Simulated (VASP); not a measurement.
Here is a VASP 6.6.1 calculation.

The input INCAR:

```
SYSTEM = SbTe2O3
PREC = Accurate ; ENCUT = 520
EDIFF = 1E-7 ; ISMEAR = 0
SIGMA = 0.1 ; LREAL = .False.
LASPH = .True. ; NELM = 80
ALGO = Normal ; ISIF = 2
LWAVE = .False. ; LCHARG = .False.
GGA = PE ; NBANDS = 26
```

KPOINTS

```
Automatic mesh
0
Gamma
  4 4 4
  0 0 0
```

POSCAR

```
SbTe2O3
1.0
   -2.3951336287      2.3951336287      4.5456253593
    2.3951336287     -2.3951336287      4.5456253593
    2.3951336287      2.3951336287     -4.5456253593
Sb Te O
1 2 3
Direct
    0.5000000000      0.5000000000      0.0000000000
    0.7500000000      0.2500000000      0.5000000000
    0.2500000000      0.7500000000      0.5000000000
    0.5000000000      0.0000000000      0.5000000000
    0.0000000000      0.5000000000      0.5000000000
    0.0000000000      0.0000000000      0.0000000000
```

Potentials or basis: VASP PAW PBE potentials, release 64 (Sb, Te, O).

Launch:

```bash
$ cat potpaw_PBE.64/Sb/POTCAR potpaw_PBE.64/Te/POTCAR potpaw_PBE.64/O/POTCAR > POTCAR
$ mpirun -np 1 vasp_std > vasp.out
```

Problem. Estimate the pressure.

Solution. -0.3 GPa.

Problem. Estimate the band gap on the k mesh.

Solution. Zero (an odd number of electrons rules out a gap without spin polarisation).

Caveat: the k points lie up to 0.37 Å⁻¹ apart, too coarse for converged energies and pressures of a metal; spin-orbit coupling is left out, which moves the levels of the heavy elements; an odd number of electrons without spin polarisation forces a metal; a magnetic or distorted state may lie lower.
